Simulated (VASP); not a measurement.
# GeB26N27 (a cell with a defect): single point with PBE

The system is GeB26N27 (a cell with a defect).

```
Ge B N
1.0
     0.00000    5.42250    5.42250
     5.42250    0.00000    5.42250
     5.42250    5.42250    0.00000
Ge B N
1 26 27
Direct
  0.00000 0.00000 0.00000
  0.00022 0.00022 0.33947
  0.00022 0.00022 0.66009
  0.00022 0.33947 0.00022
  0.99890 0.33370 0.33370
  0.00022 0.33947 0.66009
  0.00022 0.66009 0.00022
  0.00022 0.66009 0.33947
  0.99963 0.66679 0.66679
  0.33947 0.00022 0.00022
  0.33370 0.99890 0.33370
  0.33947 0.00022 0.66009
  0.33370 0.33370 0.99890
  0.33370 0.33370 0.33370
  0.33382 0.33382 0.66618
  0.33947 0.66009 0.00022
  0.33382 0.66618 0.33382
  0.33382 0.66618 0.66618
  0.66009 0.00022 0.00022
  0.66009 0.00022 0.33947
  0.66679 0.99963 0.66679
  0.66009 0.33947 0.00022
  0.66618 0.33382 0.33382
  0.66618 0.33382 0.66618
  0.66679 0.66679 0.99963
  0.66618 0.66618 0.33382
  0.66679 0.66679 0.66679
  0.09325 0.09325 0.09325
  0.08321 0.08321 0.41679
  0.09325 0.09325 0.72025
  0.08321 0.41679 0.08321
  0.08321 0.41679 0.41679
  0.08355 0.41653 0.74996
  0.09325 0.72025 0.09325
  0.08355 0.74996 0.41653
  0.08355 0.74996 0.74996
  0.41679 0.08321 0.08321
  0.41679 0.08321 0.41679
  0.41653 0.08355 0.74996
  0.41679 0.41679 0.08321
  0.41669 0.41669 0.41669
  0.41669 0.41669 0.74993
  0.41653 0.74996 0.08355
  0.41669 0.74993 0.41669
  0.41653 0.74996 0.74996
  0.72025 0.09325 0.09325
  0.74996 0.08355 0.41653
  0.74996 0.08355 0.74996
  0.74996 0.41653 0.08355
  0.74993 0.41669 0.41669
  0.74996 0.41653 0.74996
  0.74996 0.74996 0.08355
  0.74996 0.74996 0.41653
  0.75000 0.75000 0.75000
```

```yaml
Program: VASP 6.6.1
Task: single point
Functional: PBE
Potentials_or_basis: VASP PAW PBE potentials, release 64 (Ge_d, B, N)
Cutoff: 520 eV
k_mesh: 3 × 3 × 3
Occupations: fermi-dirac, width 0.01 eV
Spin: no spin polarisation
Dipole_correction: no
Charge: 1
Further_INCAR_settings: LREAL = Auto; ALGO = Normal; EDIFF = 1e-07; NBANDS = 146; NELECT = 226.0
```

* Largest force: 0.094 eV/Å

Forces in eV/Å, atoms in the order of the input:
```
Ge   0.000  0.000  0.000
B    0.001  0.001  0.000
B   -0.001 -0.001  0.000
B    0.001  0.000  0.001
B   -0.006  0.006  0.006
B    0.000 -0.001  0.001
B   -0.001  0.000 -0.001
B    0.000  0.001 -0.001
B   -0.003  0.003  0.003
B    0.000  0.001  0.001
B    0.006 -0.006  0.006
B   -0.001  0.000  0.001
B    0.006  0.006 -0.006
B   -0.006 -0.006 -0.006
B    0.000  0.000  0.007
B   -0.001  0.001  0.000
B    0.000  0.007  0.000
B   -0.007  0.000  0.000
B    0.000 -0.001 -0.001
B    0.001  0.000 -0.001
B    0.003 -0.003  0.003
B    0.001 -0.001  0.000
B    0.007  0.000  0.000
B    0.000 -0.007  0.000
B    0.003  0.003 -0.003
B    0.000  0.000 -0.007
B   -0.003 -0.003 -0.003
N   -0.054 -0.054 -0.054
N    0.000  0.000  0.013
N    0.054  0.054 -0.054
N    0.000  0.013  0.000
N   -0.013  0.000  0.000
N   -0.002  0.002 -0.003
N    0.054 -0.054  0.054
N   -0.002 -0.003  0.002
N    0.003  0.002  0.002
N    0.013  0.000  0.000
N    0.000 -0.013  0.000
N    0.002 -0.002 -0.003
N    0.000  0.000 -0.013
N    0.004  0.004  0.004
N   -0.004 -0.004  0.004
N    0.002 -0.003 -0.002
N   -0.004  0.004 -0.004
N    0.003 -0.002 -0.002
N   -0.054  0.054  0.054
N   -0.003 -0.002  0.002
N    0.002  0.003  0.002
N   -0.003  0.002 -0.002
N    0.004 -0.004 -0.004
N   -0.002  0.003 -0.002
N    0.002  0.002  0.003
N   -0.002 -0.002  0.003
N    0.000  0.000  0.000
```

Levels at points of the mesh, in eV from the Fermi level:
| k point | band 111 | band 112 | band 113 | band 114 | band 115 | band 116 |
| --- | --- | --- | --- | --- | --- | --- |
| (0.00, 0.00, 0.00) | -0.27 | -0.27 | -0.27 | 5.24 | 5.30 | 5.30 |

It took 9.6 min on 1 thread of AMD EPYC 9R45 96-Core Processor (Zen 5), on a shared host, peak memory 0.53 GiB.

Caveat: the cell carries a net charge on a neutralising background, which shifts energy and pressure; the cell is charged against a uniform background, so pressure and absolute levels hang on convention.
